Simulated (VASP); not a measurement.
# CaCu4Bi (F-43m) in VASP: a series of runs, part 3 of 3

VASP 6.6.1. The steps go on from the part before.

## (6) Relaxation of cell and atoms, PBE

This run uses another cell than the first one, of 17.19 Å³/atom.

Input file INCAR:

```
SYSTEM = CaCu4Bi
PREC = Accurate
ENCUT = 600
EDIFF = 1E-6
ISMEAR = 0
SIGMA = 0.1
LREAL = .FALSE.
LASPH = .TRUE.
NELM = 80
ALGO = Fast
ISIF = 3
LWAVE = .FALSE.
LCHARG = .FALSE.
GGA = PE
IBRION = 2
NSW = 100
EDIFFG = -0.01
```

Input file KPOINTS:

```
regular mesh
0
G
  10 10 10
  0 0 0
```

Input file POSCAR:

```
CaCu4Bi
1.0
    0.0000000000      3.7222835481      3.7222835481
    3.7222835481      0.0000000000      3.7222835481
    3.7222835481      3.7222835481      0.0000000000
Ca Cu Bi
1 4 1
Direct
    0.0000000000      0.0000000000      0.0000000000
    0.3745851750      0.3745851750      0.3745851750
    0.8762444750      0.3745851750      0.3745851750
    0.3745851750      0.8762444750      0.3745851750
    0.3745851750      0.3745851750      0.8762444750
    0.7500000000      0.7500000000      0.7500000000
```

Potentials or basis: VASP PAW PBE potentials, release 64 (Ca_sv, Cu, Bi_d).

Run with:

```
cat potpaw_PBE.64/Ca_sv/POTCAR potpaw_PBE.64/Cu/POTCAR potpaw_PBE.64/Bi_d/POTCAR > POTCAR
mpirun -np 1 vasp_std > vasp.out
```

OUTCAR:

```text
SYSTEM = CaCu4Bi
   PREC = Accurate
   ENCUT = 600
   EDIFF = 1E-6
   ISMEAR = 0
   LREAL = .FALSE.
   LASPH = .TRUE.
   NELM = 80
   ISIF = 3
   GGA = PE
   IBRION = 2
   NSW = 100
   EDIFFG = -0.01

 ion  position               nearest neighbor table
   1  0.000  0.000  0.000-   6 3.22   6 3.22   6 3.22   6 3.22
   2  0.375  0.375  0.375-   3 2.62   4 2.62   5 2.62   3 2.64   4 2.64   5 2.64   6 3.09   6 3.09
                             6 3.09
   3  0.876  0.375  0.375-   2 2.62   4 2.62   5 2.62   4 2.64   5 2.64   2 2.64   6 3.09   6 3.09
                             6 3.09
   4  0.375  0.876  0.375-   2 2.62   3 2.62   5 2.62   3 2.64   5 2.64   2 2.64   6 3.09   6 3.09
                             6 3.09
   5  0.375  0.375  0.876-   2 2.62   3 2.62   4 2.62   4 2.64   3 2.64   2 2.64   6 3.09   6 3.09
                             6 3.09
   6  0.750  0.750  0.750-   4 3.09   5 3.09   3 3.09   5 3.09   2 3.09   3 3.09   4 3.09   3 3.09
                             4 3.09   5 3.09   2 3.09   2 3.09   1 3.22   1 3.22   1 3.22   1 3.22

  LATTYP: Found a face centered cubic cell.
 ALAT       =     7.4445670962

  Lattice vectors:

 A1 = (   0.0000000000,   3.7222835481,   3.7222835481)
 A2 = (   3.7222835481,   0.0000000000,   3.7222835481)
 A3 = (   3.7222835481,   3.7222835481,   0.0000000000)

Analysis of symmetry for initial positions (statically):
=====================================================================
 Subroutine PRICEL returns:
 Original cell was already a primitive cell.

 Routine SETGRP: Setting up the symmetry group for a
 face centered cubic supercell.

 Subroutine GETGRP returns: Found 24 space group operations
 (whereof 24 operations were pure point group operations)
 out of a pool of 48 trial point group operations.

The static configuration has the point symmetry T_d .

Analysis of symmetry for dynamics (positions and initial velocities):
=====================================================================
 Subroutine PRICEL returns:
 Original cell was already a primitive cell.

 Routine SETGRP: Setting up the symmetry group for a
 face centered cubic supercell.

 Subroutine GETGRP returns: Found 24 space group operations
 (whereof 24 operations were pure point group operations)
 out of a pool of 48 trial point group operations.

The dynamic configuration has the point symmetry T_d .

 Subroutine INISYM returns: Found 24 space group operations
 (whereof 24 operations are pure point group operations),
 and found     1 'primitive' translations

----------------------------------------------------------------------------------------

                                     Primitive cell

  volume of cell :     103.1474

  direct lattice vectors                    reciprocal lattice vectors
     0.000000000  3.722283548  3.722283548    -0.134326145  0.134326145  0.134326145
     3.722283548  0.000000000  3.722283548     0.134326145 -0.134326145  0.134326145
     3.722283548  3.722283548  0.000000000     0.134326145  0.134326145 -0.134326145

  length of vectors
     5.264103877  5.264103877  5.264103877     0.232659708  0.232659708  0.232659708

[... 81 lines left out ...]
   ICHARG =      2    charge: 1-file 2-atom 10-const
   ISPIN  =      1    spin polarized calculation?
   LNONCOLLINEAR =      F non collinear calculations
   LSORBIT =      F    spin-orbit coupling
   LASPH  =      T    aspherical Exc in radial PAW
   ENCUT  =  600.0 eV  44.10 Ry    6.64 a.u.  10.51 10.51 10.51*2*pi/ulx,y,z
   NELM   =     80;   NELMIN=  2; NELMDL= -5     # of ELM steps
   EDIFF  = 0.1E-05   stopping-criterion for ELM
   LREAL  =      F    real-space projection
   EDIFFG = -.1E-01   stopping-criterion for IOM
   NSW    =    100    number of steps for IOM
   IBRION =      2    ionic relax: 0-MD 1-quasi-New 2-CG
   NFREE  =      1    steps in history (QN), initial steepest desc. (CG)
   ISIF   =      3    stress and relaxation
   ISYM   =      2    0-nonsym 1-usesym 2-fastsym
   POTIM  = 0.5000    time-step for ionic-motion
   TEBEG  =    0.0;   TEEND  =   0.0 temperature during run
   PSTRESS=    0.0 pullay stress
   NELECT =      69.0000    total number of electrons
   NUPDOWN=      -1.0000    fix difference up-down
   EMIN   =  10.00;   EMAX   =-10.00  energy-range for DOS
   EFERMI =   0.00;   METHOD = LEGACY
   ISMEAR =     0;   SIGMA  =   0.10  broadening in eV -4-tet -1-fermi 0-gaus
   EFERMI_NEDOS =   21; number of points for ismear=-14 and -15
   IALGO  =     68    algorithm
   IMIX   =      4    mixing-type and parameters
     AMIX     =   0.40;   BMIX     =  1.00
     AMIX_MAG =   1.60;   BMIX_MAG =  1.00
  volume/ion in A,a.u.               =      17.19       116.01
  Fermi-wavevector in a.u.,A,eV,Ry     =   1.431765  2.705644 27.891277  2.049951
  Thomas-Fermi vector in A             =   2.551466
   LORBIT       =      0    0 simple, 1 ext, 2 COOP (PROOUT), +10 PAW based schemes
   GGA     = PE    functional components
   LHFCALC =     F    Hartree Fock is set to
   AEXX    =    0.0000 exact exchange contribution
   IVDW    =     0    specifies the selected vdW correction
   LEPSILON=     F    determine dielectric tensor
   LRPA    =     F    only Hartree local field effects (RPA)
 conjugate gradient relaxation of ions
 non-spin polarized calculation
 RMM-DIIS sequential band-by-band and
 Gauss-broadening in eV      SIGMA  =   0.10
  energy-cutoff  :      600.00
  volume of cell :      103.15
 maximum number of plane-waves:      3479
   NGX = 21   NGY = 21   NGZ = 21

--------------------------------------- Ionic step        1  -------------------------------------------

 number of electron      68.9999998 magnetization

 Free energy of the ion-electron system (eV)
  ---------------------------------------------------
  ext. energy  EPLUGINS =         0.00000000
  ---------------------------------------------------
  free energy    TOTEN  =       -21.49312449 eV

  energy without entropy =      -21.48406895  energy(sigma->0) =      -21.48859672

------------------------ aborting loop because EDIFF is reached ----------------------------------------

  FORCE on cell =-STRESS in cart. coord.  units (eV):
  Direction    XX          YY          ZZ          XY          YZ          ZX
  --------------------------------------------------------------------------------------
  -------------------------------------------------------------------------------------
  Total        0.2962396      0.2962396      0.2962396      0.0000000      0.0000000      0.0000000
  in kB        4.6014572      4.6014572      4.6014572      0.0000000      0.0000000      0.0000000
  external PRESSURE =       4.6014572 kB  Pullay stress =       0.0000000 kB
[... 101 lines left out ...]
  FREE ENERGIE OF THE ION-ELECTRON SYSTEM (eV)
  ---------------------------------------------------
  free  energy   TOTEN  =       -21.4944472598 eV

  energy  without entropy=      -21.4852881475  energy(sigma->0) =      -21.48986770

[... ionic steps 4 to 13 ...]

--------------------------------------- Ionic step       14  -------------------------------------------

 number of electron      68.9999994 magnetization

------------------------ aborting loop because EDIFF is reached ----------------------------------------
[... 75 lines left out ...]
--------------------------------------- Ionic step       16  -------------------------------------------

 number of electron      68.9999994 magnetization

 Free energy of the ion-electron system (eV)
  ---------------------------------------------------
  ext. energy  EPLUGINS =         0.00000000
  ---------------------------------------------------
  free energy    TOTEN  =       -21.49470457 eV

  energy without entropy =      -21.48552250  energy(sigma->0) =      -21.49011354

 E-fermi :   7.0187     XC(G=0): -11.2557

 val. band max:        7.0025708855   @ k =   0.3000   0.2000   0.0000
 cond. band min:       7.0298081804   @ k =   0.3000   0.0000   0.0000
 fundamental gap:      0.0272372949
 Fermi energy:         7.0186954659

 k-point     1 :       0.0000    0.0000    0.0000
  band No.  band energies     occupation
      1     -33.9692      2.00000
      2     -15.8672      2.00000
      3     -15.8672      2.00000
      4     -15.8672      2.00000
      5     -15.8240      2.00000
      6     -15.8240      2.00000
[... 1045 lines left out ...]
     40      10.3681      0.00000
     41      11.7312      0.00000

 [... further k-points ...]

------------------------ aborting loop because EDIFF is reached ----------------------------------------

  FORCE on cell =-STRESS in cart. coord.  units (eV):
  Direction    XX          YY          ZZ          XY          YZ          ZX
  --------------------------------------------------------------------------------------
  -------------------------------------------------------------------------------------
  Total       -0.0489205     -0.0489205     -0.0489205      0.0000000      0.0000000      0.0000000
  in kB       -0.7551720     -0.7551720     -0.7551720      0.0000000      0.0000000      0.0000000
  external PRESSURE =      -0.7551720 kB  Pullay stress =       0.0000000 kB
[... 21 lines left out ...]
  FREE ENERGIE OF THE ION-ELECTRON SYSTEM (eV)
  ---------------------------------------------------
  free  energy   TOTEN  =       -21.4947045737 eV

  energy  without entropy=      -21.4855224991  energy(sigma->0) =      -21.49011354

 reached required accuracy - stopping structural energy minimisation
```

It took 27 min on 1 thread of Intel Xeon 6975P-C (Granite Rapids), shared host; peak memory 0.44 GiB.

What came out:

* Free energy: -21.4947 eV
* Relaxed volume: 17.30 Å³/atom
* Relaxed cell: a = 5.275 Å, b = 5.275 Å, c = 5.275 Å, α = 60.00°, β = 60.00°, γ = 60.00°
* Space group after relaxing (to 0.1 Å): F-43m (No. 216)
* Energy gained by relaxing: 0.3 meV/atom
* Ionic steps: 16
* Pressure after relaxing: -0.1 GPa
* Largest force after relaxing: 0.006 eV/Å
* Band gap on the k mesh: zero (an odd number of electrons rules out a gap without spin polarisation)

Forces in eV/Å, atoms in the order of the input:
```
Ca   0.000  0.000  0.000
Cu  -0.003 -0.003 -0.003
Cu  -0.003  0.003  0.003
Cu   0.003 -0.003  0.003
Cu   0.003  0.003 -0.003
Bi   0.000  0.000  0.000
```

The path:
| step | energy change (eV) | largest force (eV/Å) | pressure (GPa) | volume (Å³) |
| --- | --- | --- | --- | --- |
| 1 | 0.0000 | 0.0566 | 0.46 | 103.15 |
| 2 | -0.0013 | 0.0334 | -0.08 | 103.89 |
| 3 | -0.0013 | 0.0333 | -0.17 | 103.89 |
| 4 | -0.0015 | 0.0176 | 0.16 | 103.61 |
| 5 | -0.0015 | 0.0227 | 0.01 | 103.69 |
| 6 | -0.0015 | 0.0182 | -0.03 | 103.65 |
| 7 | -0.0015 | 0.0179 | 0.02 | 103.63 |
| 8 | -0.0015 | 0.0181 | 0.17 | 103.62 |
| 9 | -0.0015 | 0.0116 | -0.12 | 103.90 |
| 10 | -0.0016 | 0.0163 | 0.05 | 103.78 |
| 11 | -0.0016 | 0.0105 | -0.06 | 103.83 |
| 12 | -0.0016 | 0.0151 | -0.10 | 103.82 |
| 13 | -0.0016 | 0.0159 | -0.11 | 103.80 |
| 14 | -0.0016 | 0.0158 | 0.04 | 103.79 |
| 15 | -0.0016 | 0.0136 | 0.02 | 103.79 |
| 16 | -0.0016 | 0.0057 | -0.08 | 103.79 |

Final structure:
```
CELL_PARAMETERS angstrom
0.00000 3.73000 3.73000
3.73000 0.00000 3.73000
3.73000 3.73000 0.00000
ATOMIC_POSITIONS crystal
Ca 0.00000 0.00000 0.00000
Cu 0.37417 0.37417 0.37417
Cu 0.87748 0.37417 0.37417
Cu 0.37417 0.87748 0.37417
Cu 0.37417 0.37417 0.87748
Bi 0.75000 0.75000 0.75000
```

Levels at points of the mesh, in eV from the Fermi level:
```
           k point  band 32  band 33  band 34  band 35  band 36  band 37  band 38  band 39
(0.00, 0.00, 0.00)    -1.72    -1.72    -1.72     0.04     0.86     0.86     1.96     1.96
(0.50, 0.00, 0.00)    -1.82    -1.41    -1.41    -0.02     0.75     0.75     2.22     2.22
(0.50, 0.50, 0.00)    -2.39    -1.37    -1.37    -0.60     2.46     2.46     2.56     3.18
```

Caveat: spin-orbit coupling is left out, which moves the levels of the heavy elements.

## (7) Summary

| task | cell | k mesh | cutoff (eV) | gap on the mesh (eV) | pressure (GPa) | relaxed volume (Å³/atom) | largest force (eV/Å) |
| --- | --- | --- | --- | --- | --- | --- | --- |
| single point | a = 5.146 Å, angles 60.0°, 6 atoms, atomic positions A | 4 × 4 × 4 | 520 | none | 7.0 | - | 0.06 |
| single point | a = 5.264 Å, angles 60.0°, 6 atoms, atomic positions B | 4 × 4 × 4 | 520 | none | 0.5 | - | 0.04 |
| relaxation of cell and atoms | relaxed from a = 5.146 Å, angles 60.0°, 6 atoms, atomic positions A | 4 × 4 × 4 | 600 | none | 0.0 | 17.31 | 0.03 |
| single point | a = 5.267 Å, angles 60.0°, 6 atoms, atomic positions C | 10 × 10 × 10 | 520 | none | 0.3 | - | - |
| relaxation of cell and atoms | relaxed from a = 5.264 Å, angles 60.0°, 6 atoms, atomic positions B | 10 × 10 × 10 | 600 | none | -0.1 | 17.30 | 0.01 |

Alike in all rows: level PBE; potentials or basis VASP PAW PBE potentials, release 64 (Ca_sv, Cu, Bi_d); no spin polarisation; smearing gaussian 0.1 eV.

Caveats: some runs use coarse meshes; spin-orbit coupling is left out, which moves the levels of the heavy elements.

Total energies depend on the potentials used, so only differences within one code and one set of settings carry meaning.

The gap in the log of VASP goes by the Fermi energy; the results here count the filled bands.